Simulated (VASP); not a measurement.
## Ag: single point with PBE

Crystal: Ag.

```
CELL_PARAMETERS angstrom
0.00000 2.20655 1.87965
2.20655 0.00000 1.87965
2.20655 2.20655 0.00000
ATOMIC_POSITIONS crystal
Ag 0.00000 0.00000 0.00000
```

This cell differs from its parent crystal: strain +0.080 along x and y, -0.080 along z.

```yaml
Program: VASP 6.6.1
Task: single point
Functional: PBE
Potentials_or_basis: VASP PAW PBE potentials, release 64 (Ag)
Cutoff: 520 eV
k_mesh: 20 × 20 × 20
Occupations: gaussian, width 0.15 eV
Spin: no spin polarisation
Dipole_correction: no
Further_INCAR_settings: ALGO = Fast; EDIFF = 1e-06; NBANDS = 12
```

```
Pressure : -1.8 GPa
```

Stress tensor (GPa, compression positive):
```
-2.41  0.00  0.00
 0.00 -2.41  0.00
 0.00  0.00 -0.53
```

Levels at points of the mesh, in eV from the Fermi level:
```tsv
k point	band 3	band 4	band 5	band 6	band 7	band 8	band 9	band 10
(0.00, 0.00, 0.00)	-4.75	-4.12	-4.00	-3.34	16.24	18.49	18.49	20.39
(0.50, 0.00, 0.00)	-4.11	-3.17	-2.74	-0.14	3.35	14.23	15.45	20.25
(0.50, 0.50, 0.00)	-2.94	-2.74	-2.74	3.67	8.55	8.55	8.90	14.48
(0.50, 0.00, 0.50)	-3.09	-3.08	-2.57	0.88	5.02	11.38	11.58	17.41
```

Wall time 39 s on 1 thread of Intel(R) Xeon(R) 6975P-C (Granite Rapids) (shared host), peak memory 0.25 GiB.

Caveat: the cell differs from its parent crystal (strain +0.080 along x and y, -0.080 along z).
